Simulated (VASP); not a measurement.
Input of a VASP 6.6.1 run:

INCAR

```
PREC = Accurate
ENCUT = 520
EDIFF = 1E-6
ISMEAR = 0
SIGMA = 0.15
LREAL = False
LASPH = True
NELM = 150
ALGO = Normal
ISIF = 2
LWAVE = False
LCHARG = False
ISPIN = 2
MAGMOM = 3 3 0 0 0 0 0 0
LORBIT = 11
LMAXMIX = 4
GGA = PE
NBANDS = 26
```

File KPOINTS:

```
regular mesh
0
Gamma
  3 3 3
```

File POSCAR:

```
CoH3
1.0
    4.3411326557      0.0000000024      0.0000000000
   -2.1705663300      3.7595311598      0.0000000000
    0.0000000000      0.0000000000      2.5229004619
Co H
2 6
Direct
    0.3333333333      0.6666666667      0.7500000000
    0.6666666667      0.3333333333      0.2500000000
    0.1902485945      0.3804971890      0.2500000000
    0.6195028110      0.8097514055      0.2500000000
    0.1902485945      0.8097514055      0.2500000000
    0.8097514055      0.6195028110      0.7500000000
    0.3804971890      0.1902485945      0.7500000000
    0.8097514055      0.1902485945      0.7500000000
```

Potentials or basis: VASP PAW PBE potentials, release 64 (Co, H).

Command:

```console
$ cat potpaw_PBE.64/Co/POTCAR potpaw_PBE.64/H/POTCAR > POTCAR
$ mpirun -np 1 vasp_std > vasp.out
```

**Question.** What does it give for the site moments?

**Answer.** Co +0.10; H -0.00 μB.

**Question.** Estimate the net moment.

**Answer.** 0.21 μB per cell.

Forces on the atoms (eV/Å):
```
Co   0.000  0.000  0.000
Co   0.000  0.000  0.000
H    0.000 -0.022  0.000
H    0.019  0.011  0.000
H   -0.019  0.011  0.000
H    0.000  0.022  0.000
H   -0.019 -0.011  0.000
H    0.019 -0.011  0.000
```

Caveat: the k points lie up to 0.83 Å⁻¹ apart.
